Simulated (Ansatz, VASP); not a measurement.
# MnO: VASP beside Ansatz

The input INCAR:

```
PREC = Accurate ; ENCUT = 520
EDIFF = 1E-6 ; ISMEAR = -1
SIGMA = 0.05 ; LREAL = False
LASPH = True ; NELM = 150
ALGO = Normal ; ISIF = 2
LWAVE = False ; LCHARG = False
ISPIN = 2 ; MAGMOM = 4 0
LORBIT = 11 ; LMAXMIX = 4
NBANDS = 20
```

KPOINTS

```
Automatic mesh
0
Gamma
  10 10 10
```

The input POSCAR:

```
MnO
1.0
    0.0000000000      2.1938512115      2.1938512115
    2.1938512115      0.0000000000      2.1938512115
    2.1938512115      2.1938512115      0.0000000000
Mn O
1 1
Direct
    0.0000000000      0.0000000000      0.0000000000
    0.5000000000      0.5000000000      0.5000000000
```

File input.yaml:

```yaml
crystal:
  lattice:
    - [0.0, 2.1938512115, 2.1938512115]
    - [2.1938512115, 0.0, 2.1938512115]
    - [2.1938512115, 2.1938512115, 0.0]
  atoms:
    - { symbol: Mn, position: [0.0, 0.0, 0.0], spin: 4.0 }
    - { symbol: O, position: [0.5, 0.5, 0.5] }
hamiltonian:
  xc: lda
  pseudopotentials: { kind: paw }
magnetization:
  spin_polarized: true
kpoints:
  mp_grid: { grid: [10, 10, 10] }
scf:
  occupations: { method: fermi_dirac, width: 0.05 }
output:
  forces: true
  stress: true
  eigenvalues: true
```

Alike in both runs: task single point; functional LDA; k mesh 10 × 10 × 10; occupations fermi-dirac, width 0.05 eV; collinear spin.

|  | VASP | Ansatz |
| --- | --- | --- |
| version | VASP 6.6.1 | Ansatz 0.2.0 |
| potentials or method | VASP PAW LDA potentials, release 64 (Mn_pv, O) | Ansatz PAW |
| plane-wave cutoff (eV) | 520 | 420 |
| valence electrons in the cell | 19 | 21 |

Ansatz gave:

* gap on the k mesh at the Fermi level (eV): none
* pressure (GPa): -13.8
* net moment per atom (μB): 2.23
* size of the moment on the site where the two differ most (μB): 3.78

Task: Estimate VASP's values.

Result: gap on the k mesh at the Fermi level (eV): none; pressure (GPa): -15.4; net moment per atom (μB): 2.18; size of the moment on the site where the two differ most (μB): 3.98.

LDA's correlation is that of Perdew and Zunger in VASP and of Perdew and Wang (1992) in Ansatz. Site moments also hang on the region over which each program counts them. A gap of «none» marks a metal or a gap that the smearing closes. VASP's potentials hold 19 valence electrons a cell and Ansatz's 21, so a difference there can come from the potentials and not from the codes.
